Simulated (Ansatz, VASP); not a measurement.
**One calculation of AlHg, two programs**

```xyz
2
Lattice="0.0000 3.0685 3.0685 3.0685 0.0000 3.0685 3.0685 3.0685 0.0000" Properties=species:S:1:pos:R:3 pbc="T T T"
Al    0.0000    0.0000    0.0000
Hg    4.6028    4.6028    4.6028
```

Alike in both runs: task relaxation of cell and atoms; functional RPBE; k mesh 8 × 8 × 8; occupations fermi-dirac, width 0.05 eV; no spin polarisation.

|  | VASP | Ansatz |
| --- | --- | --- |
| version | VASP 6.6.1 | Ansatz 0.2.0 |
| potentials or method | VASP PAW PBE potentials, release 64 (Al, Hg) | Ansatz PAW |
| plane-wave cutoff (eV) | 600 | 420 |
| valence electrons in the cell | 15 | 23 |

|  | VASP | Ansatz | Ansatz less VASP |
| --- | --- | --- | --- |
| gap on the k mesh at the Fermi level, each at its own relaxed structure (eV) | none | none | - |
| relaxed volume (Å³/atom) | 30.26 | 30.18 | -0.079 |
| relaxed cell length with the largest relative difference (Å) | 4.407 | 4.403 | -0.0038 |

VASP's potentials were made for PBE, not for RPBE. A gap of «none» marks a metal or a gap that the smearing closes. VASP's potentials hold 15 valence electrons a cell and Ansatz's 23, so a difference there can come from the potentials and not from the codes.

Neither program's run includes spin-orbit coupling. Noted on Ansatz's run: the plane-wave basis is chosen anew once the cell has moved, so the energies of steps on either side of that aren't comparable.
